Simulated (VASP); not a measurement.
TaN: single point with PBE

The system is TaN.

```
Ta N
1.0
     5.19100    0.00000    0.00000
    -2.59550    4.49554    0.00000
     0.00000    0.00000    2.90800
Ta N
3 3
Direct
  0.00000 0.00000 0.00000
  0.33333 0.66667 0.50000
  0.66667 0.33333 0.50000
  0.50000 0.00000 0.00000
  0.50000 0.50000 0.00000
  0.00000 0.50000 0.00000
```

| Property | Result |
| --- | --- |
| Program | VASP 6.6.1 |
| Task | single point |
| Functional | PBE |
| Potentials or basis | VASP PAW PBE potentials, release 64 (Ta_pv, N) |
| Cutoff | 520 eV |
| k mesh | 5 × 5 × 8 |
| Occupations | methfessel-paxton, width 0.25 eV |
| Spin | no spin polarisation |

* Pressure: 10.4 GPa
* Band gap on the k mesh: zero (band 24 reaches 9.09 eV, above the bottom of band 25 at 6.96 eV)

Stress tensor (GPa, compression positive):
```
10.15  0.00  0.00
 0.00 10.15  0.00
 0.00  0.00 11.04
```

Levels at points of the mesh, in eV from the Fermi level:
```tsv
k point	band 22	band 23	band 24	band 25	band 26	band 27
(0.00, 0.00, 0.00)	-2.54	-2.10	-1.27	-1.27	0.80	0.80
(0.00, 0.00, 0.50)	-3.15	-1.97	0.87	0.87	1.43	1.77
```

It took 34 s on 1 thread of AMD EPYC 9R45 96-Core Processor (Zen 5), with other jobs on the host, peak memory 0.18 GiB.

Caveat: spin-orbit coupling is left out, which moves the levels of the heavy elements.
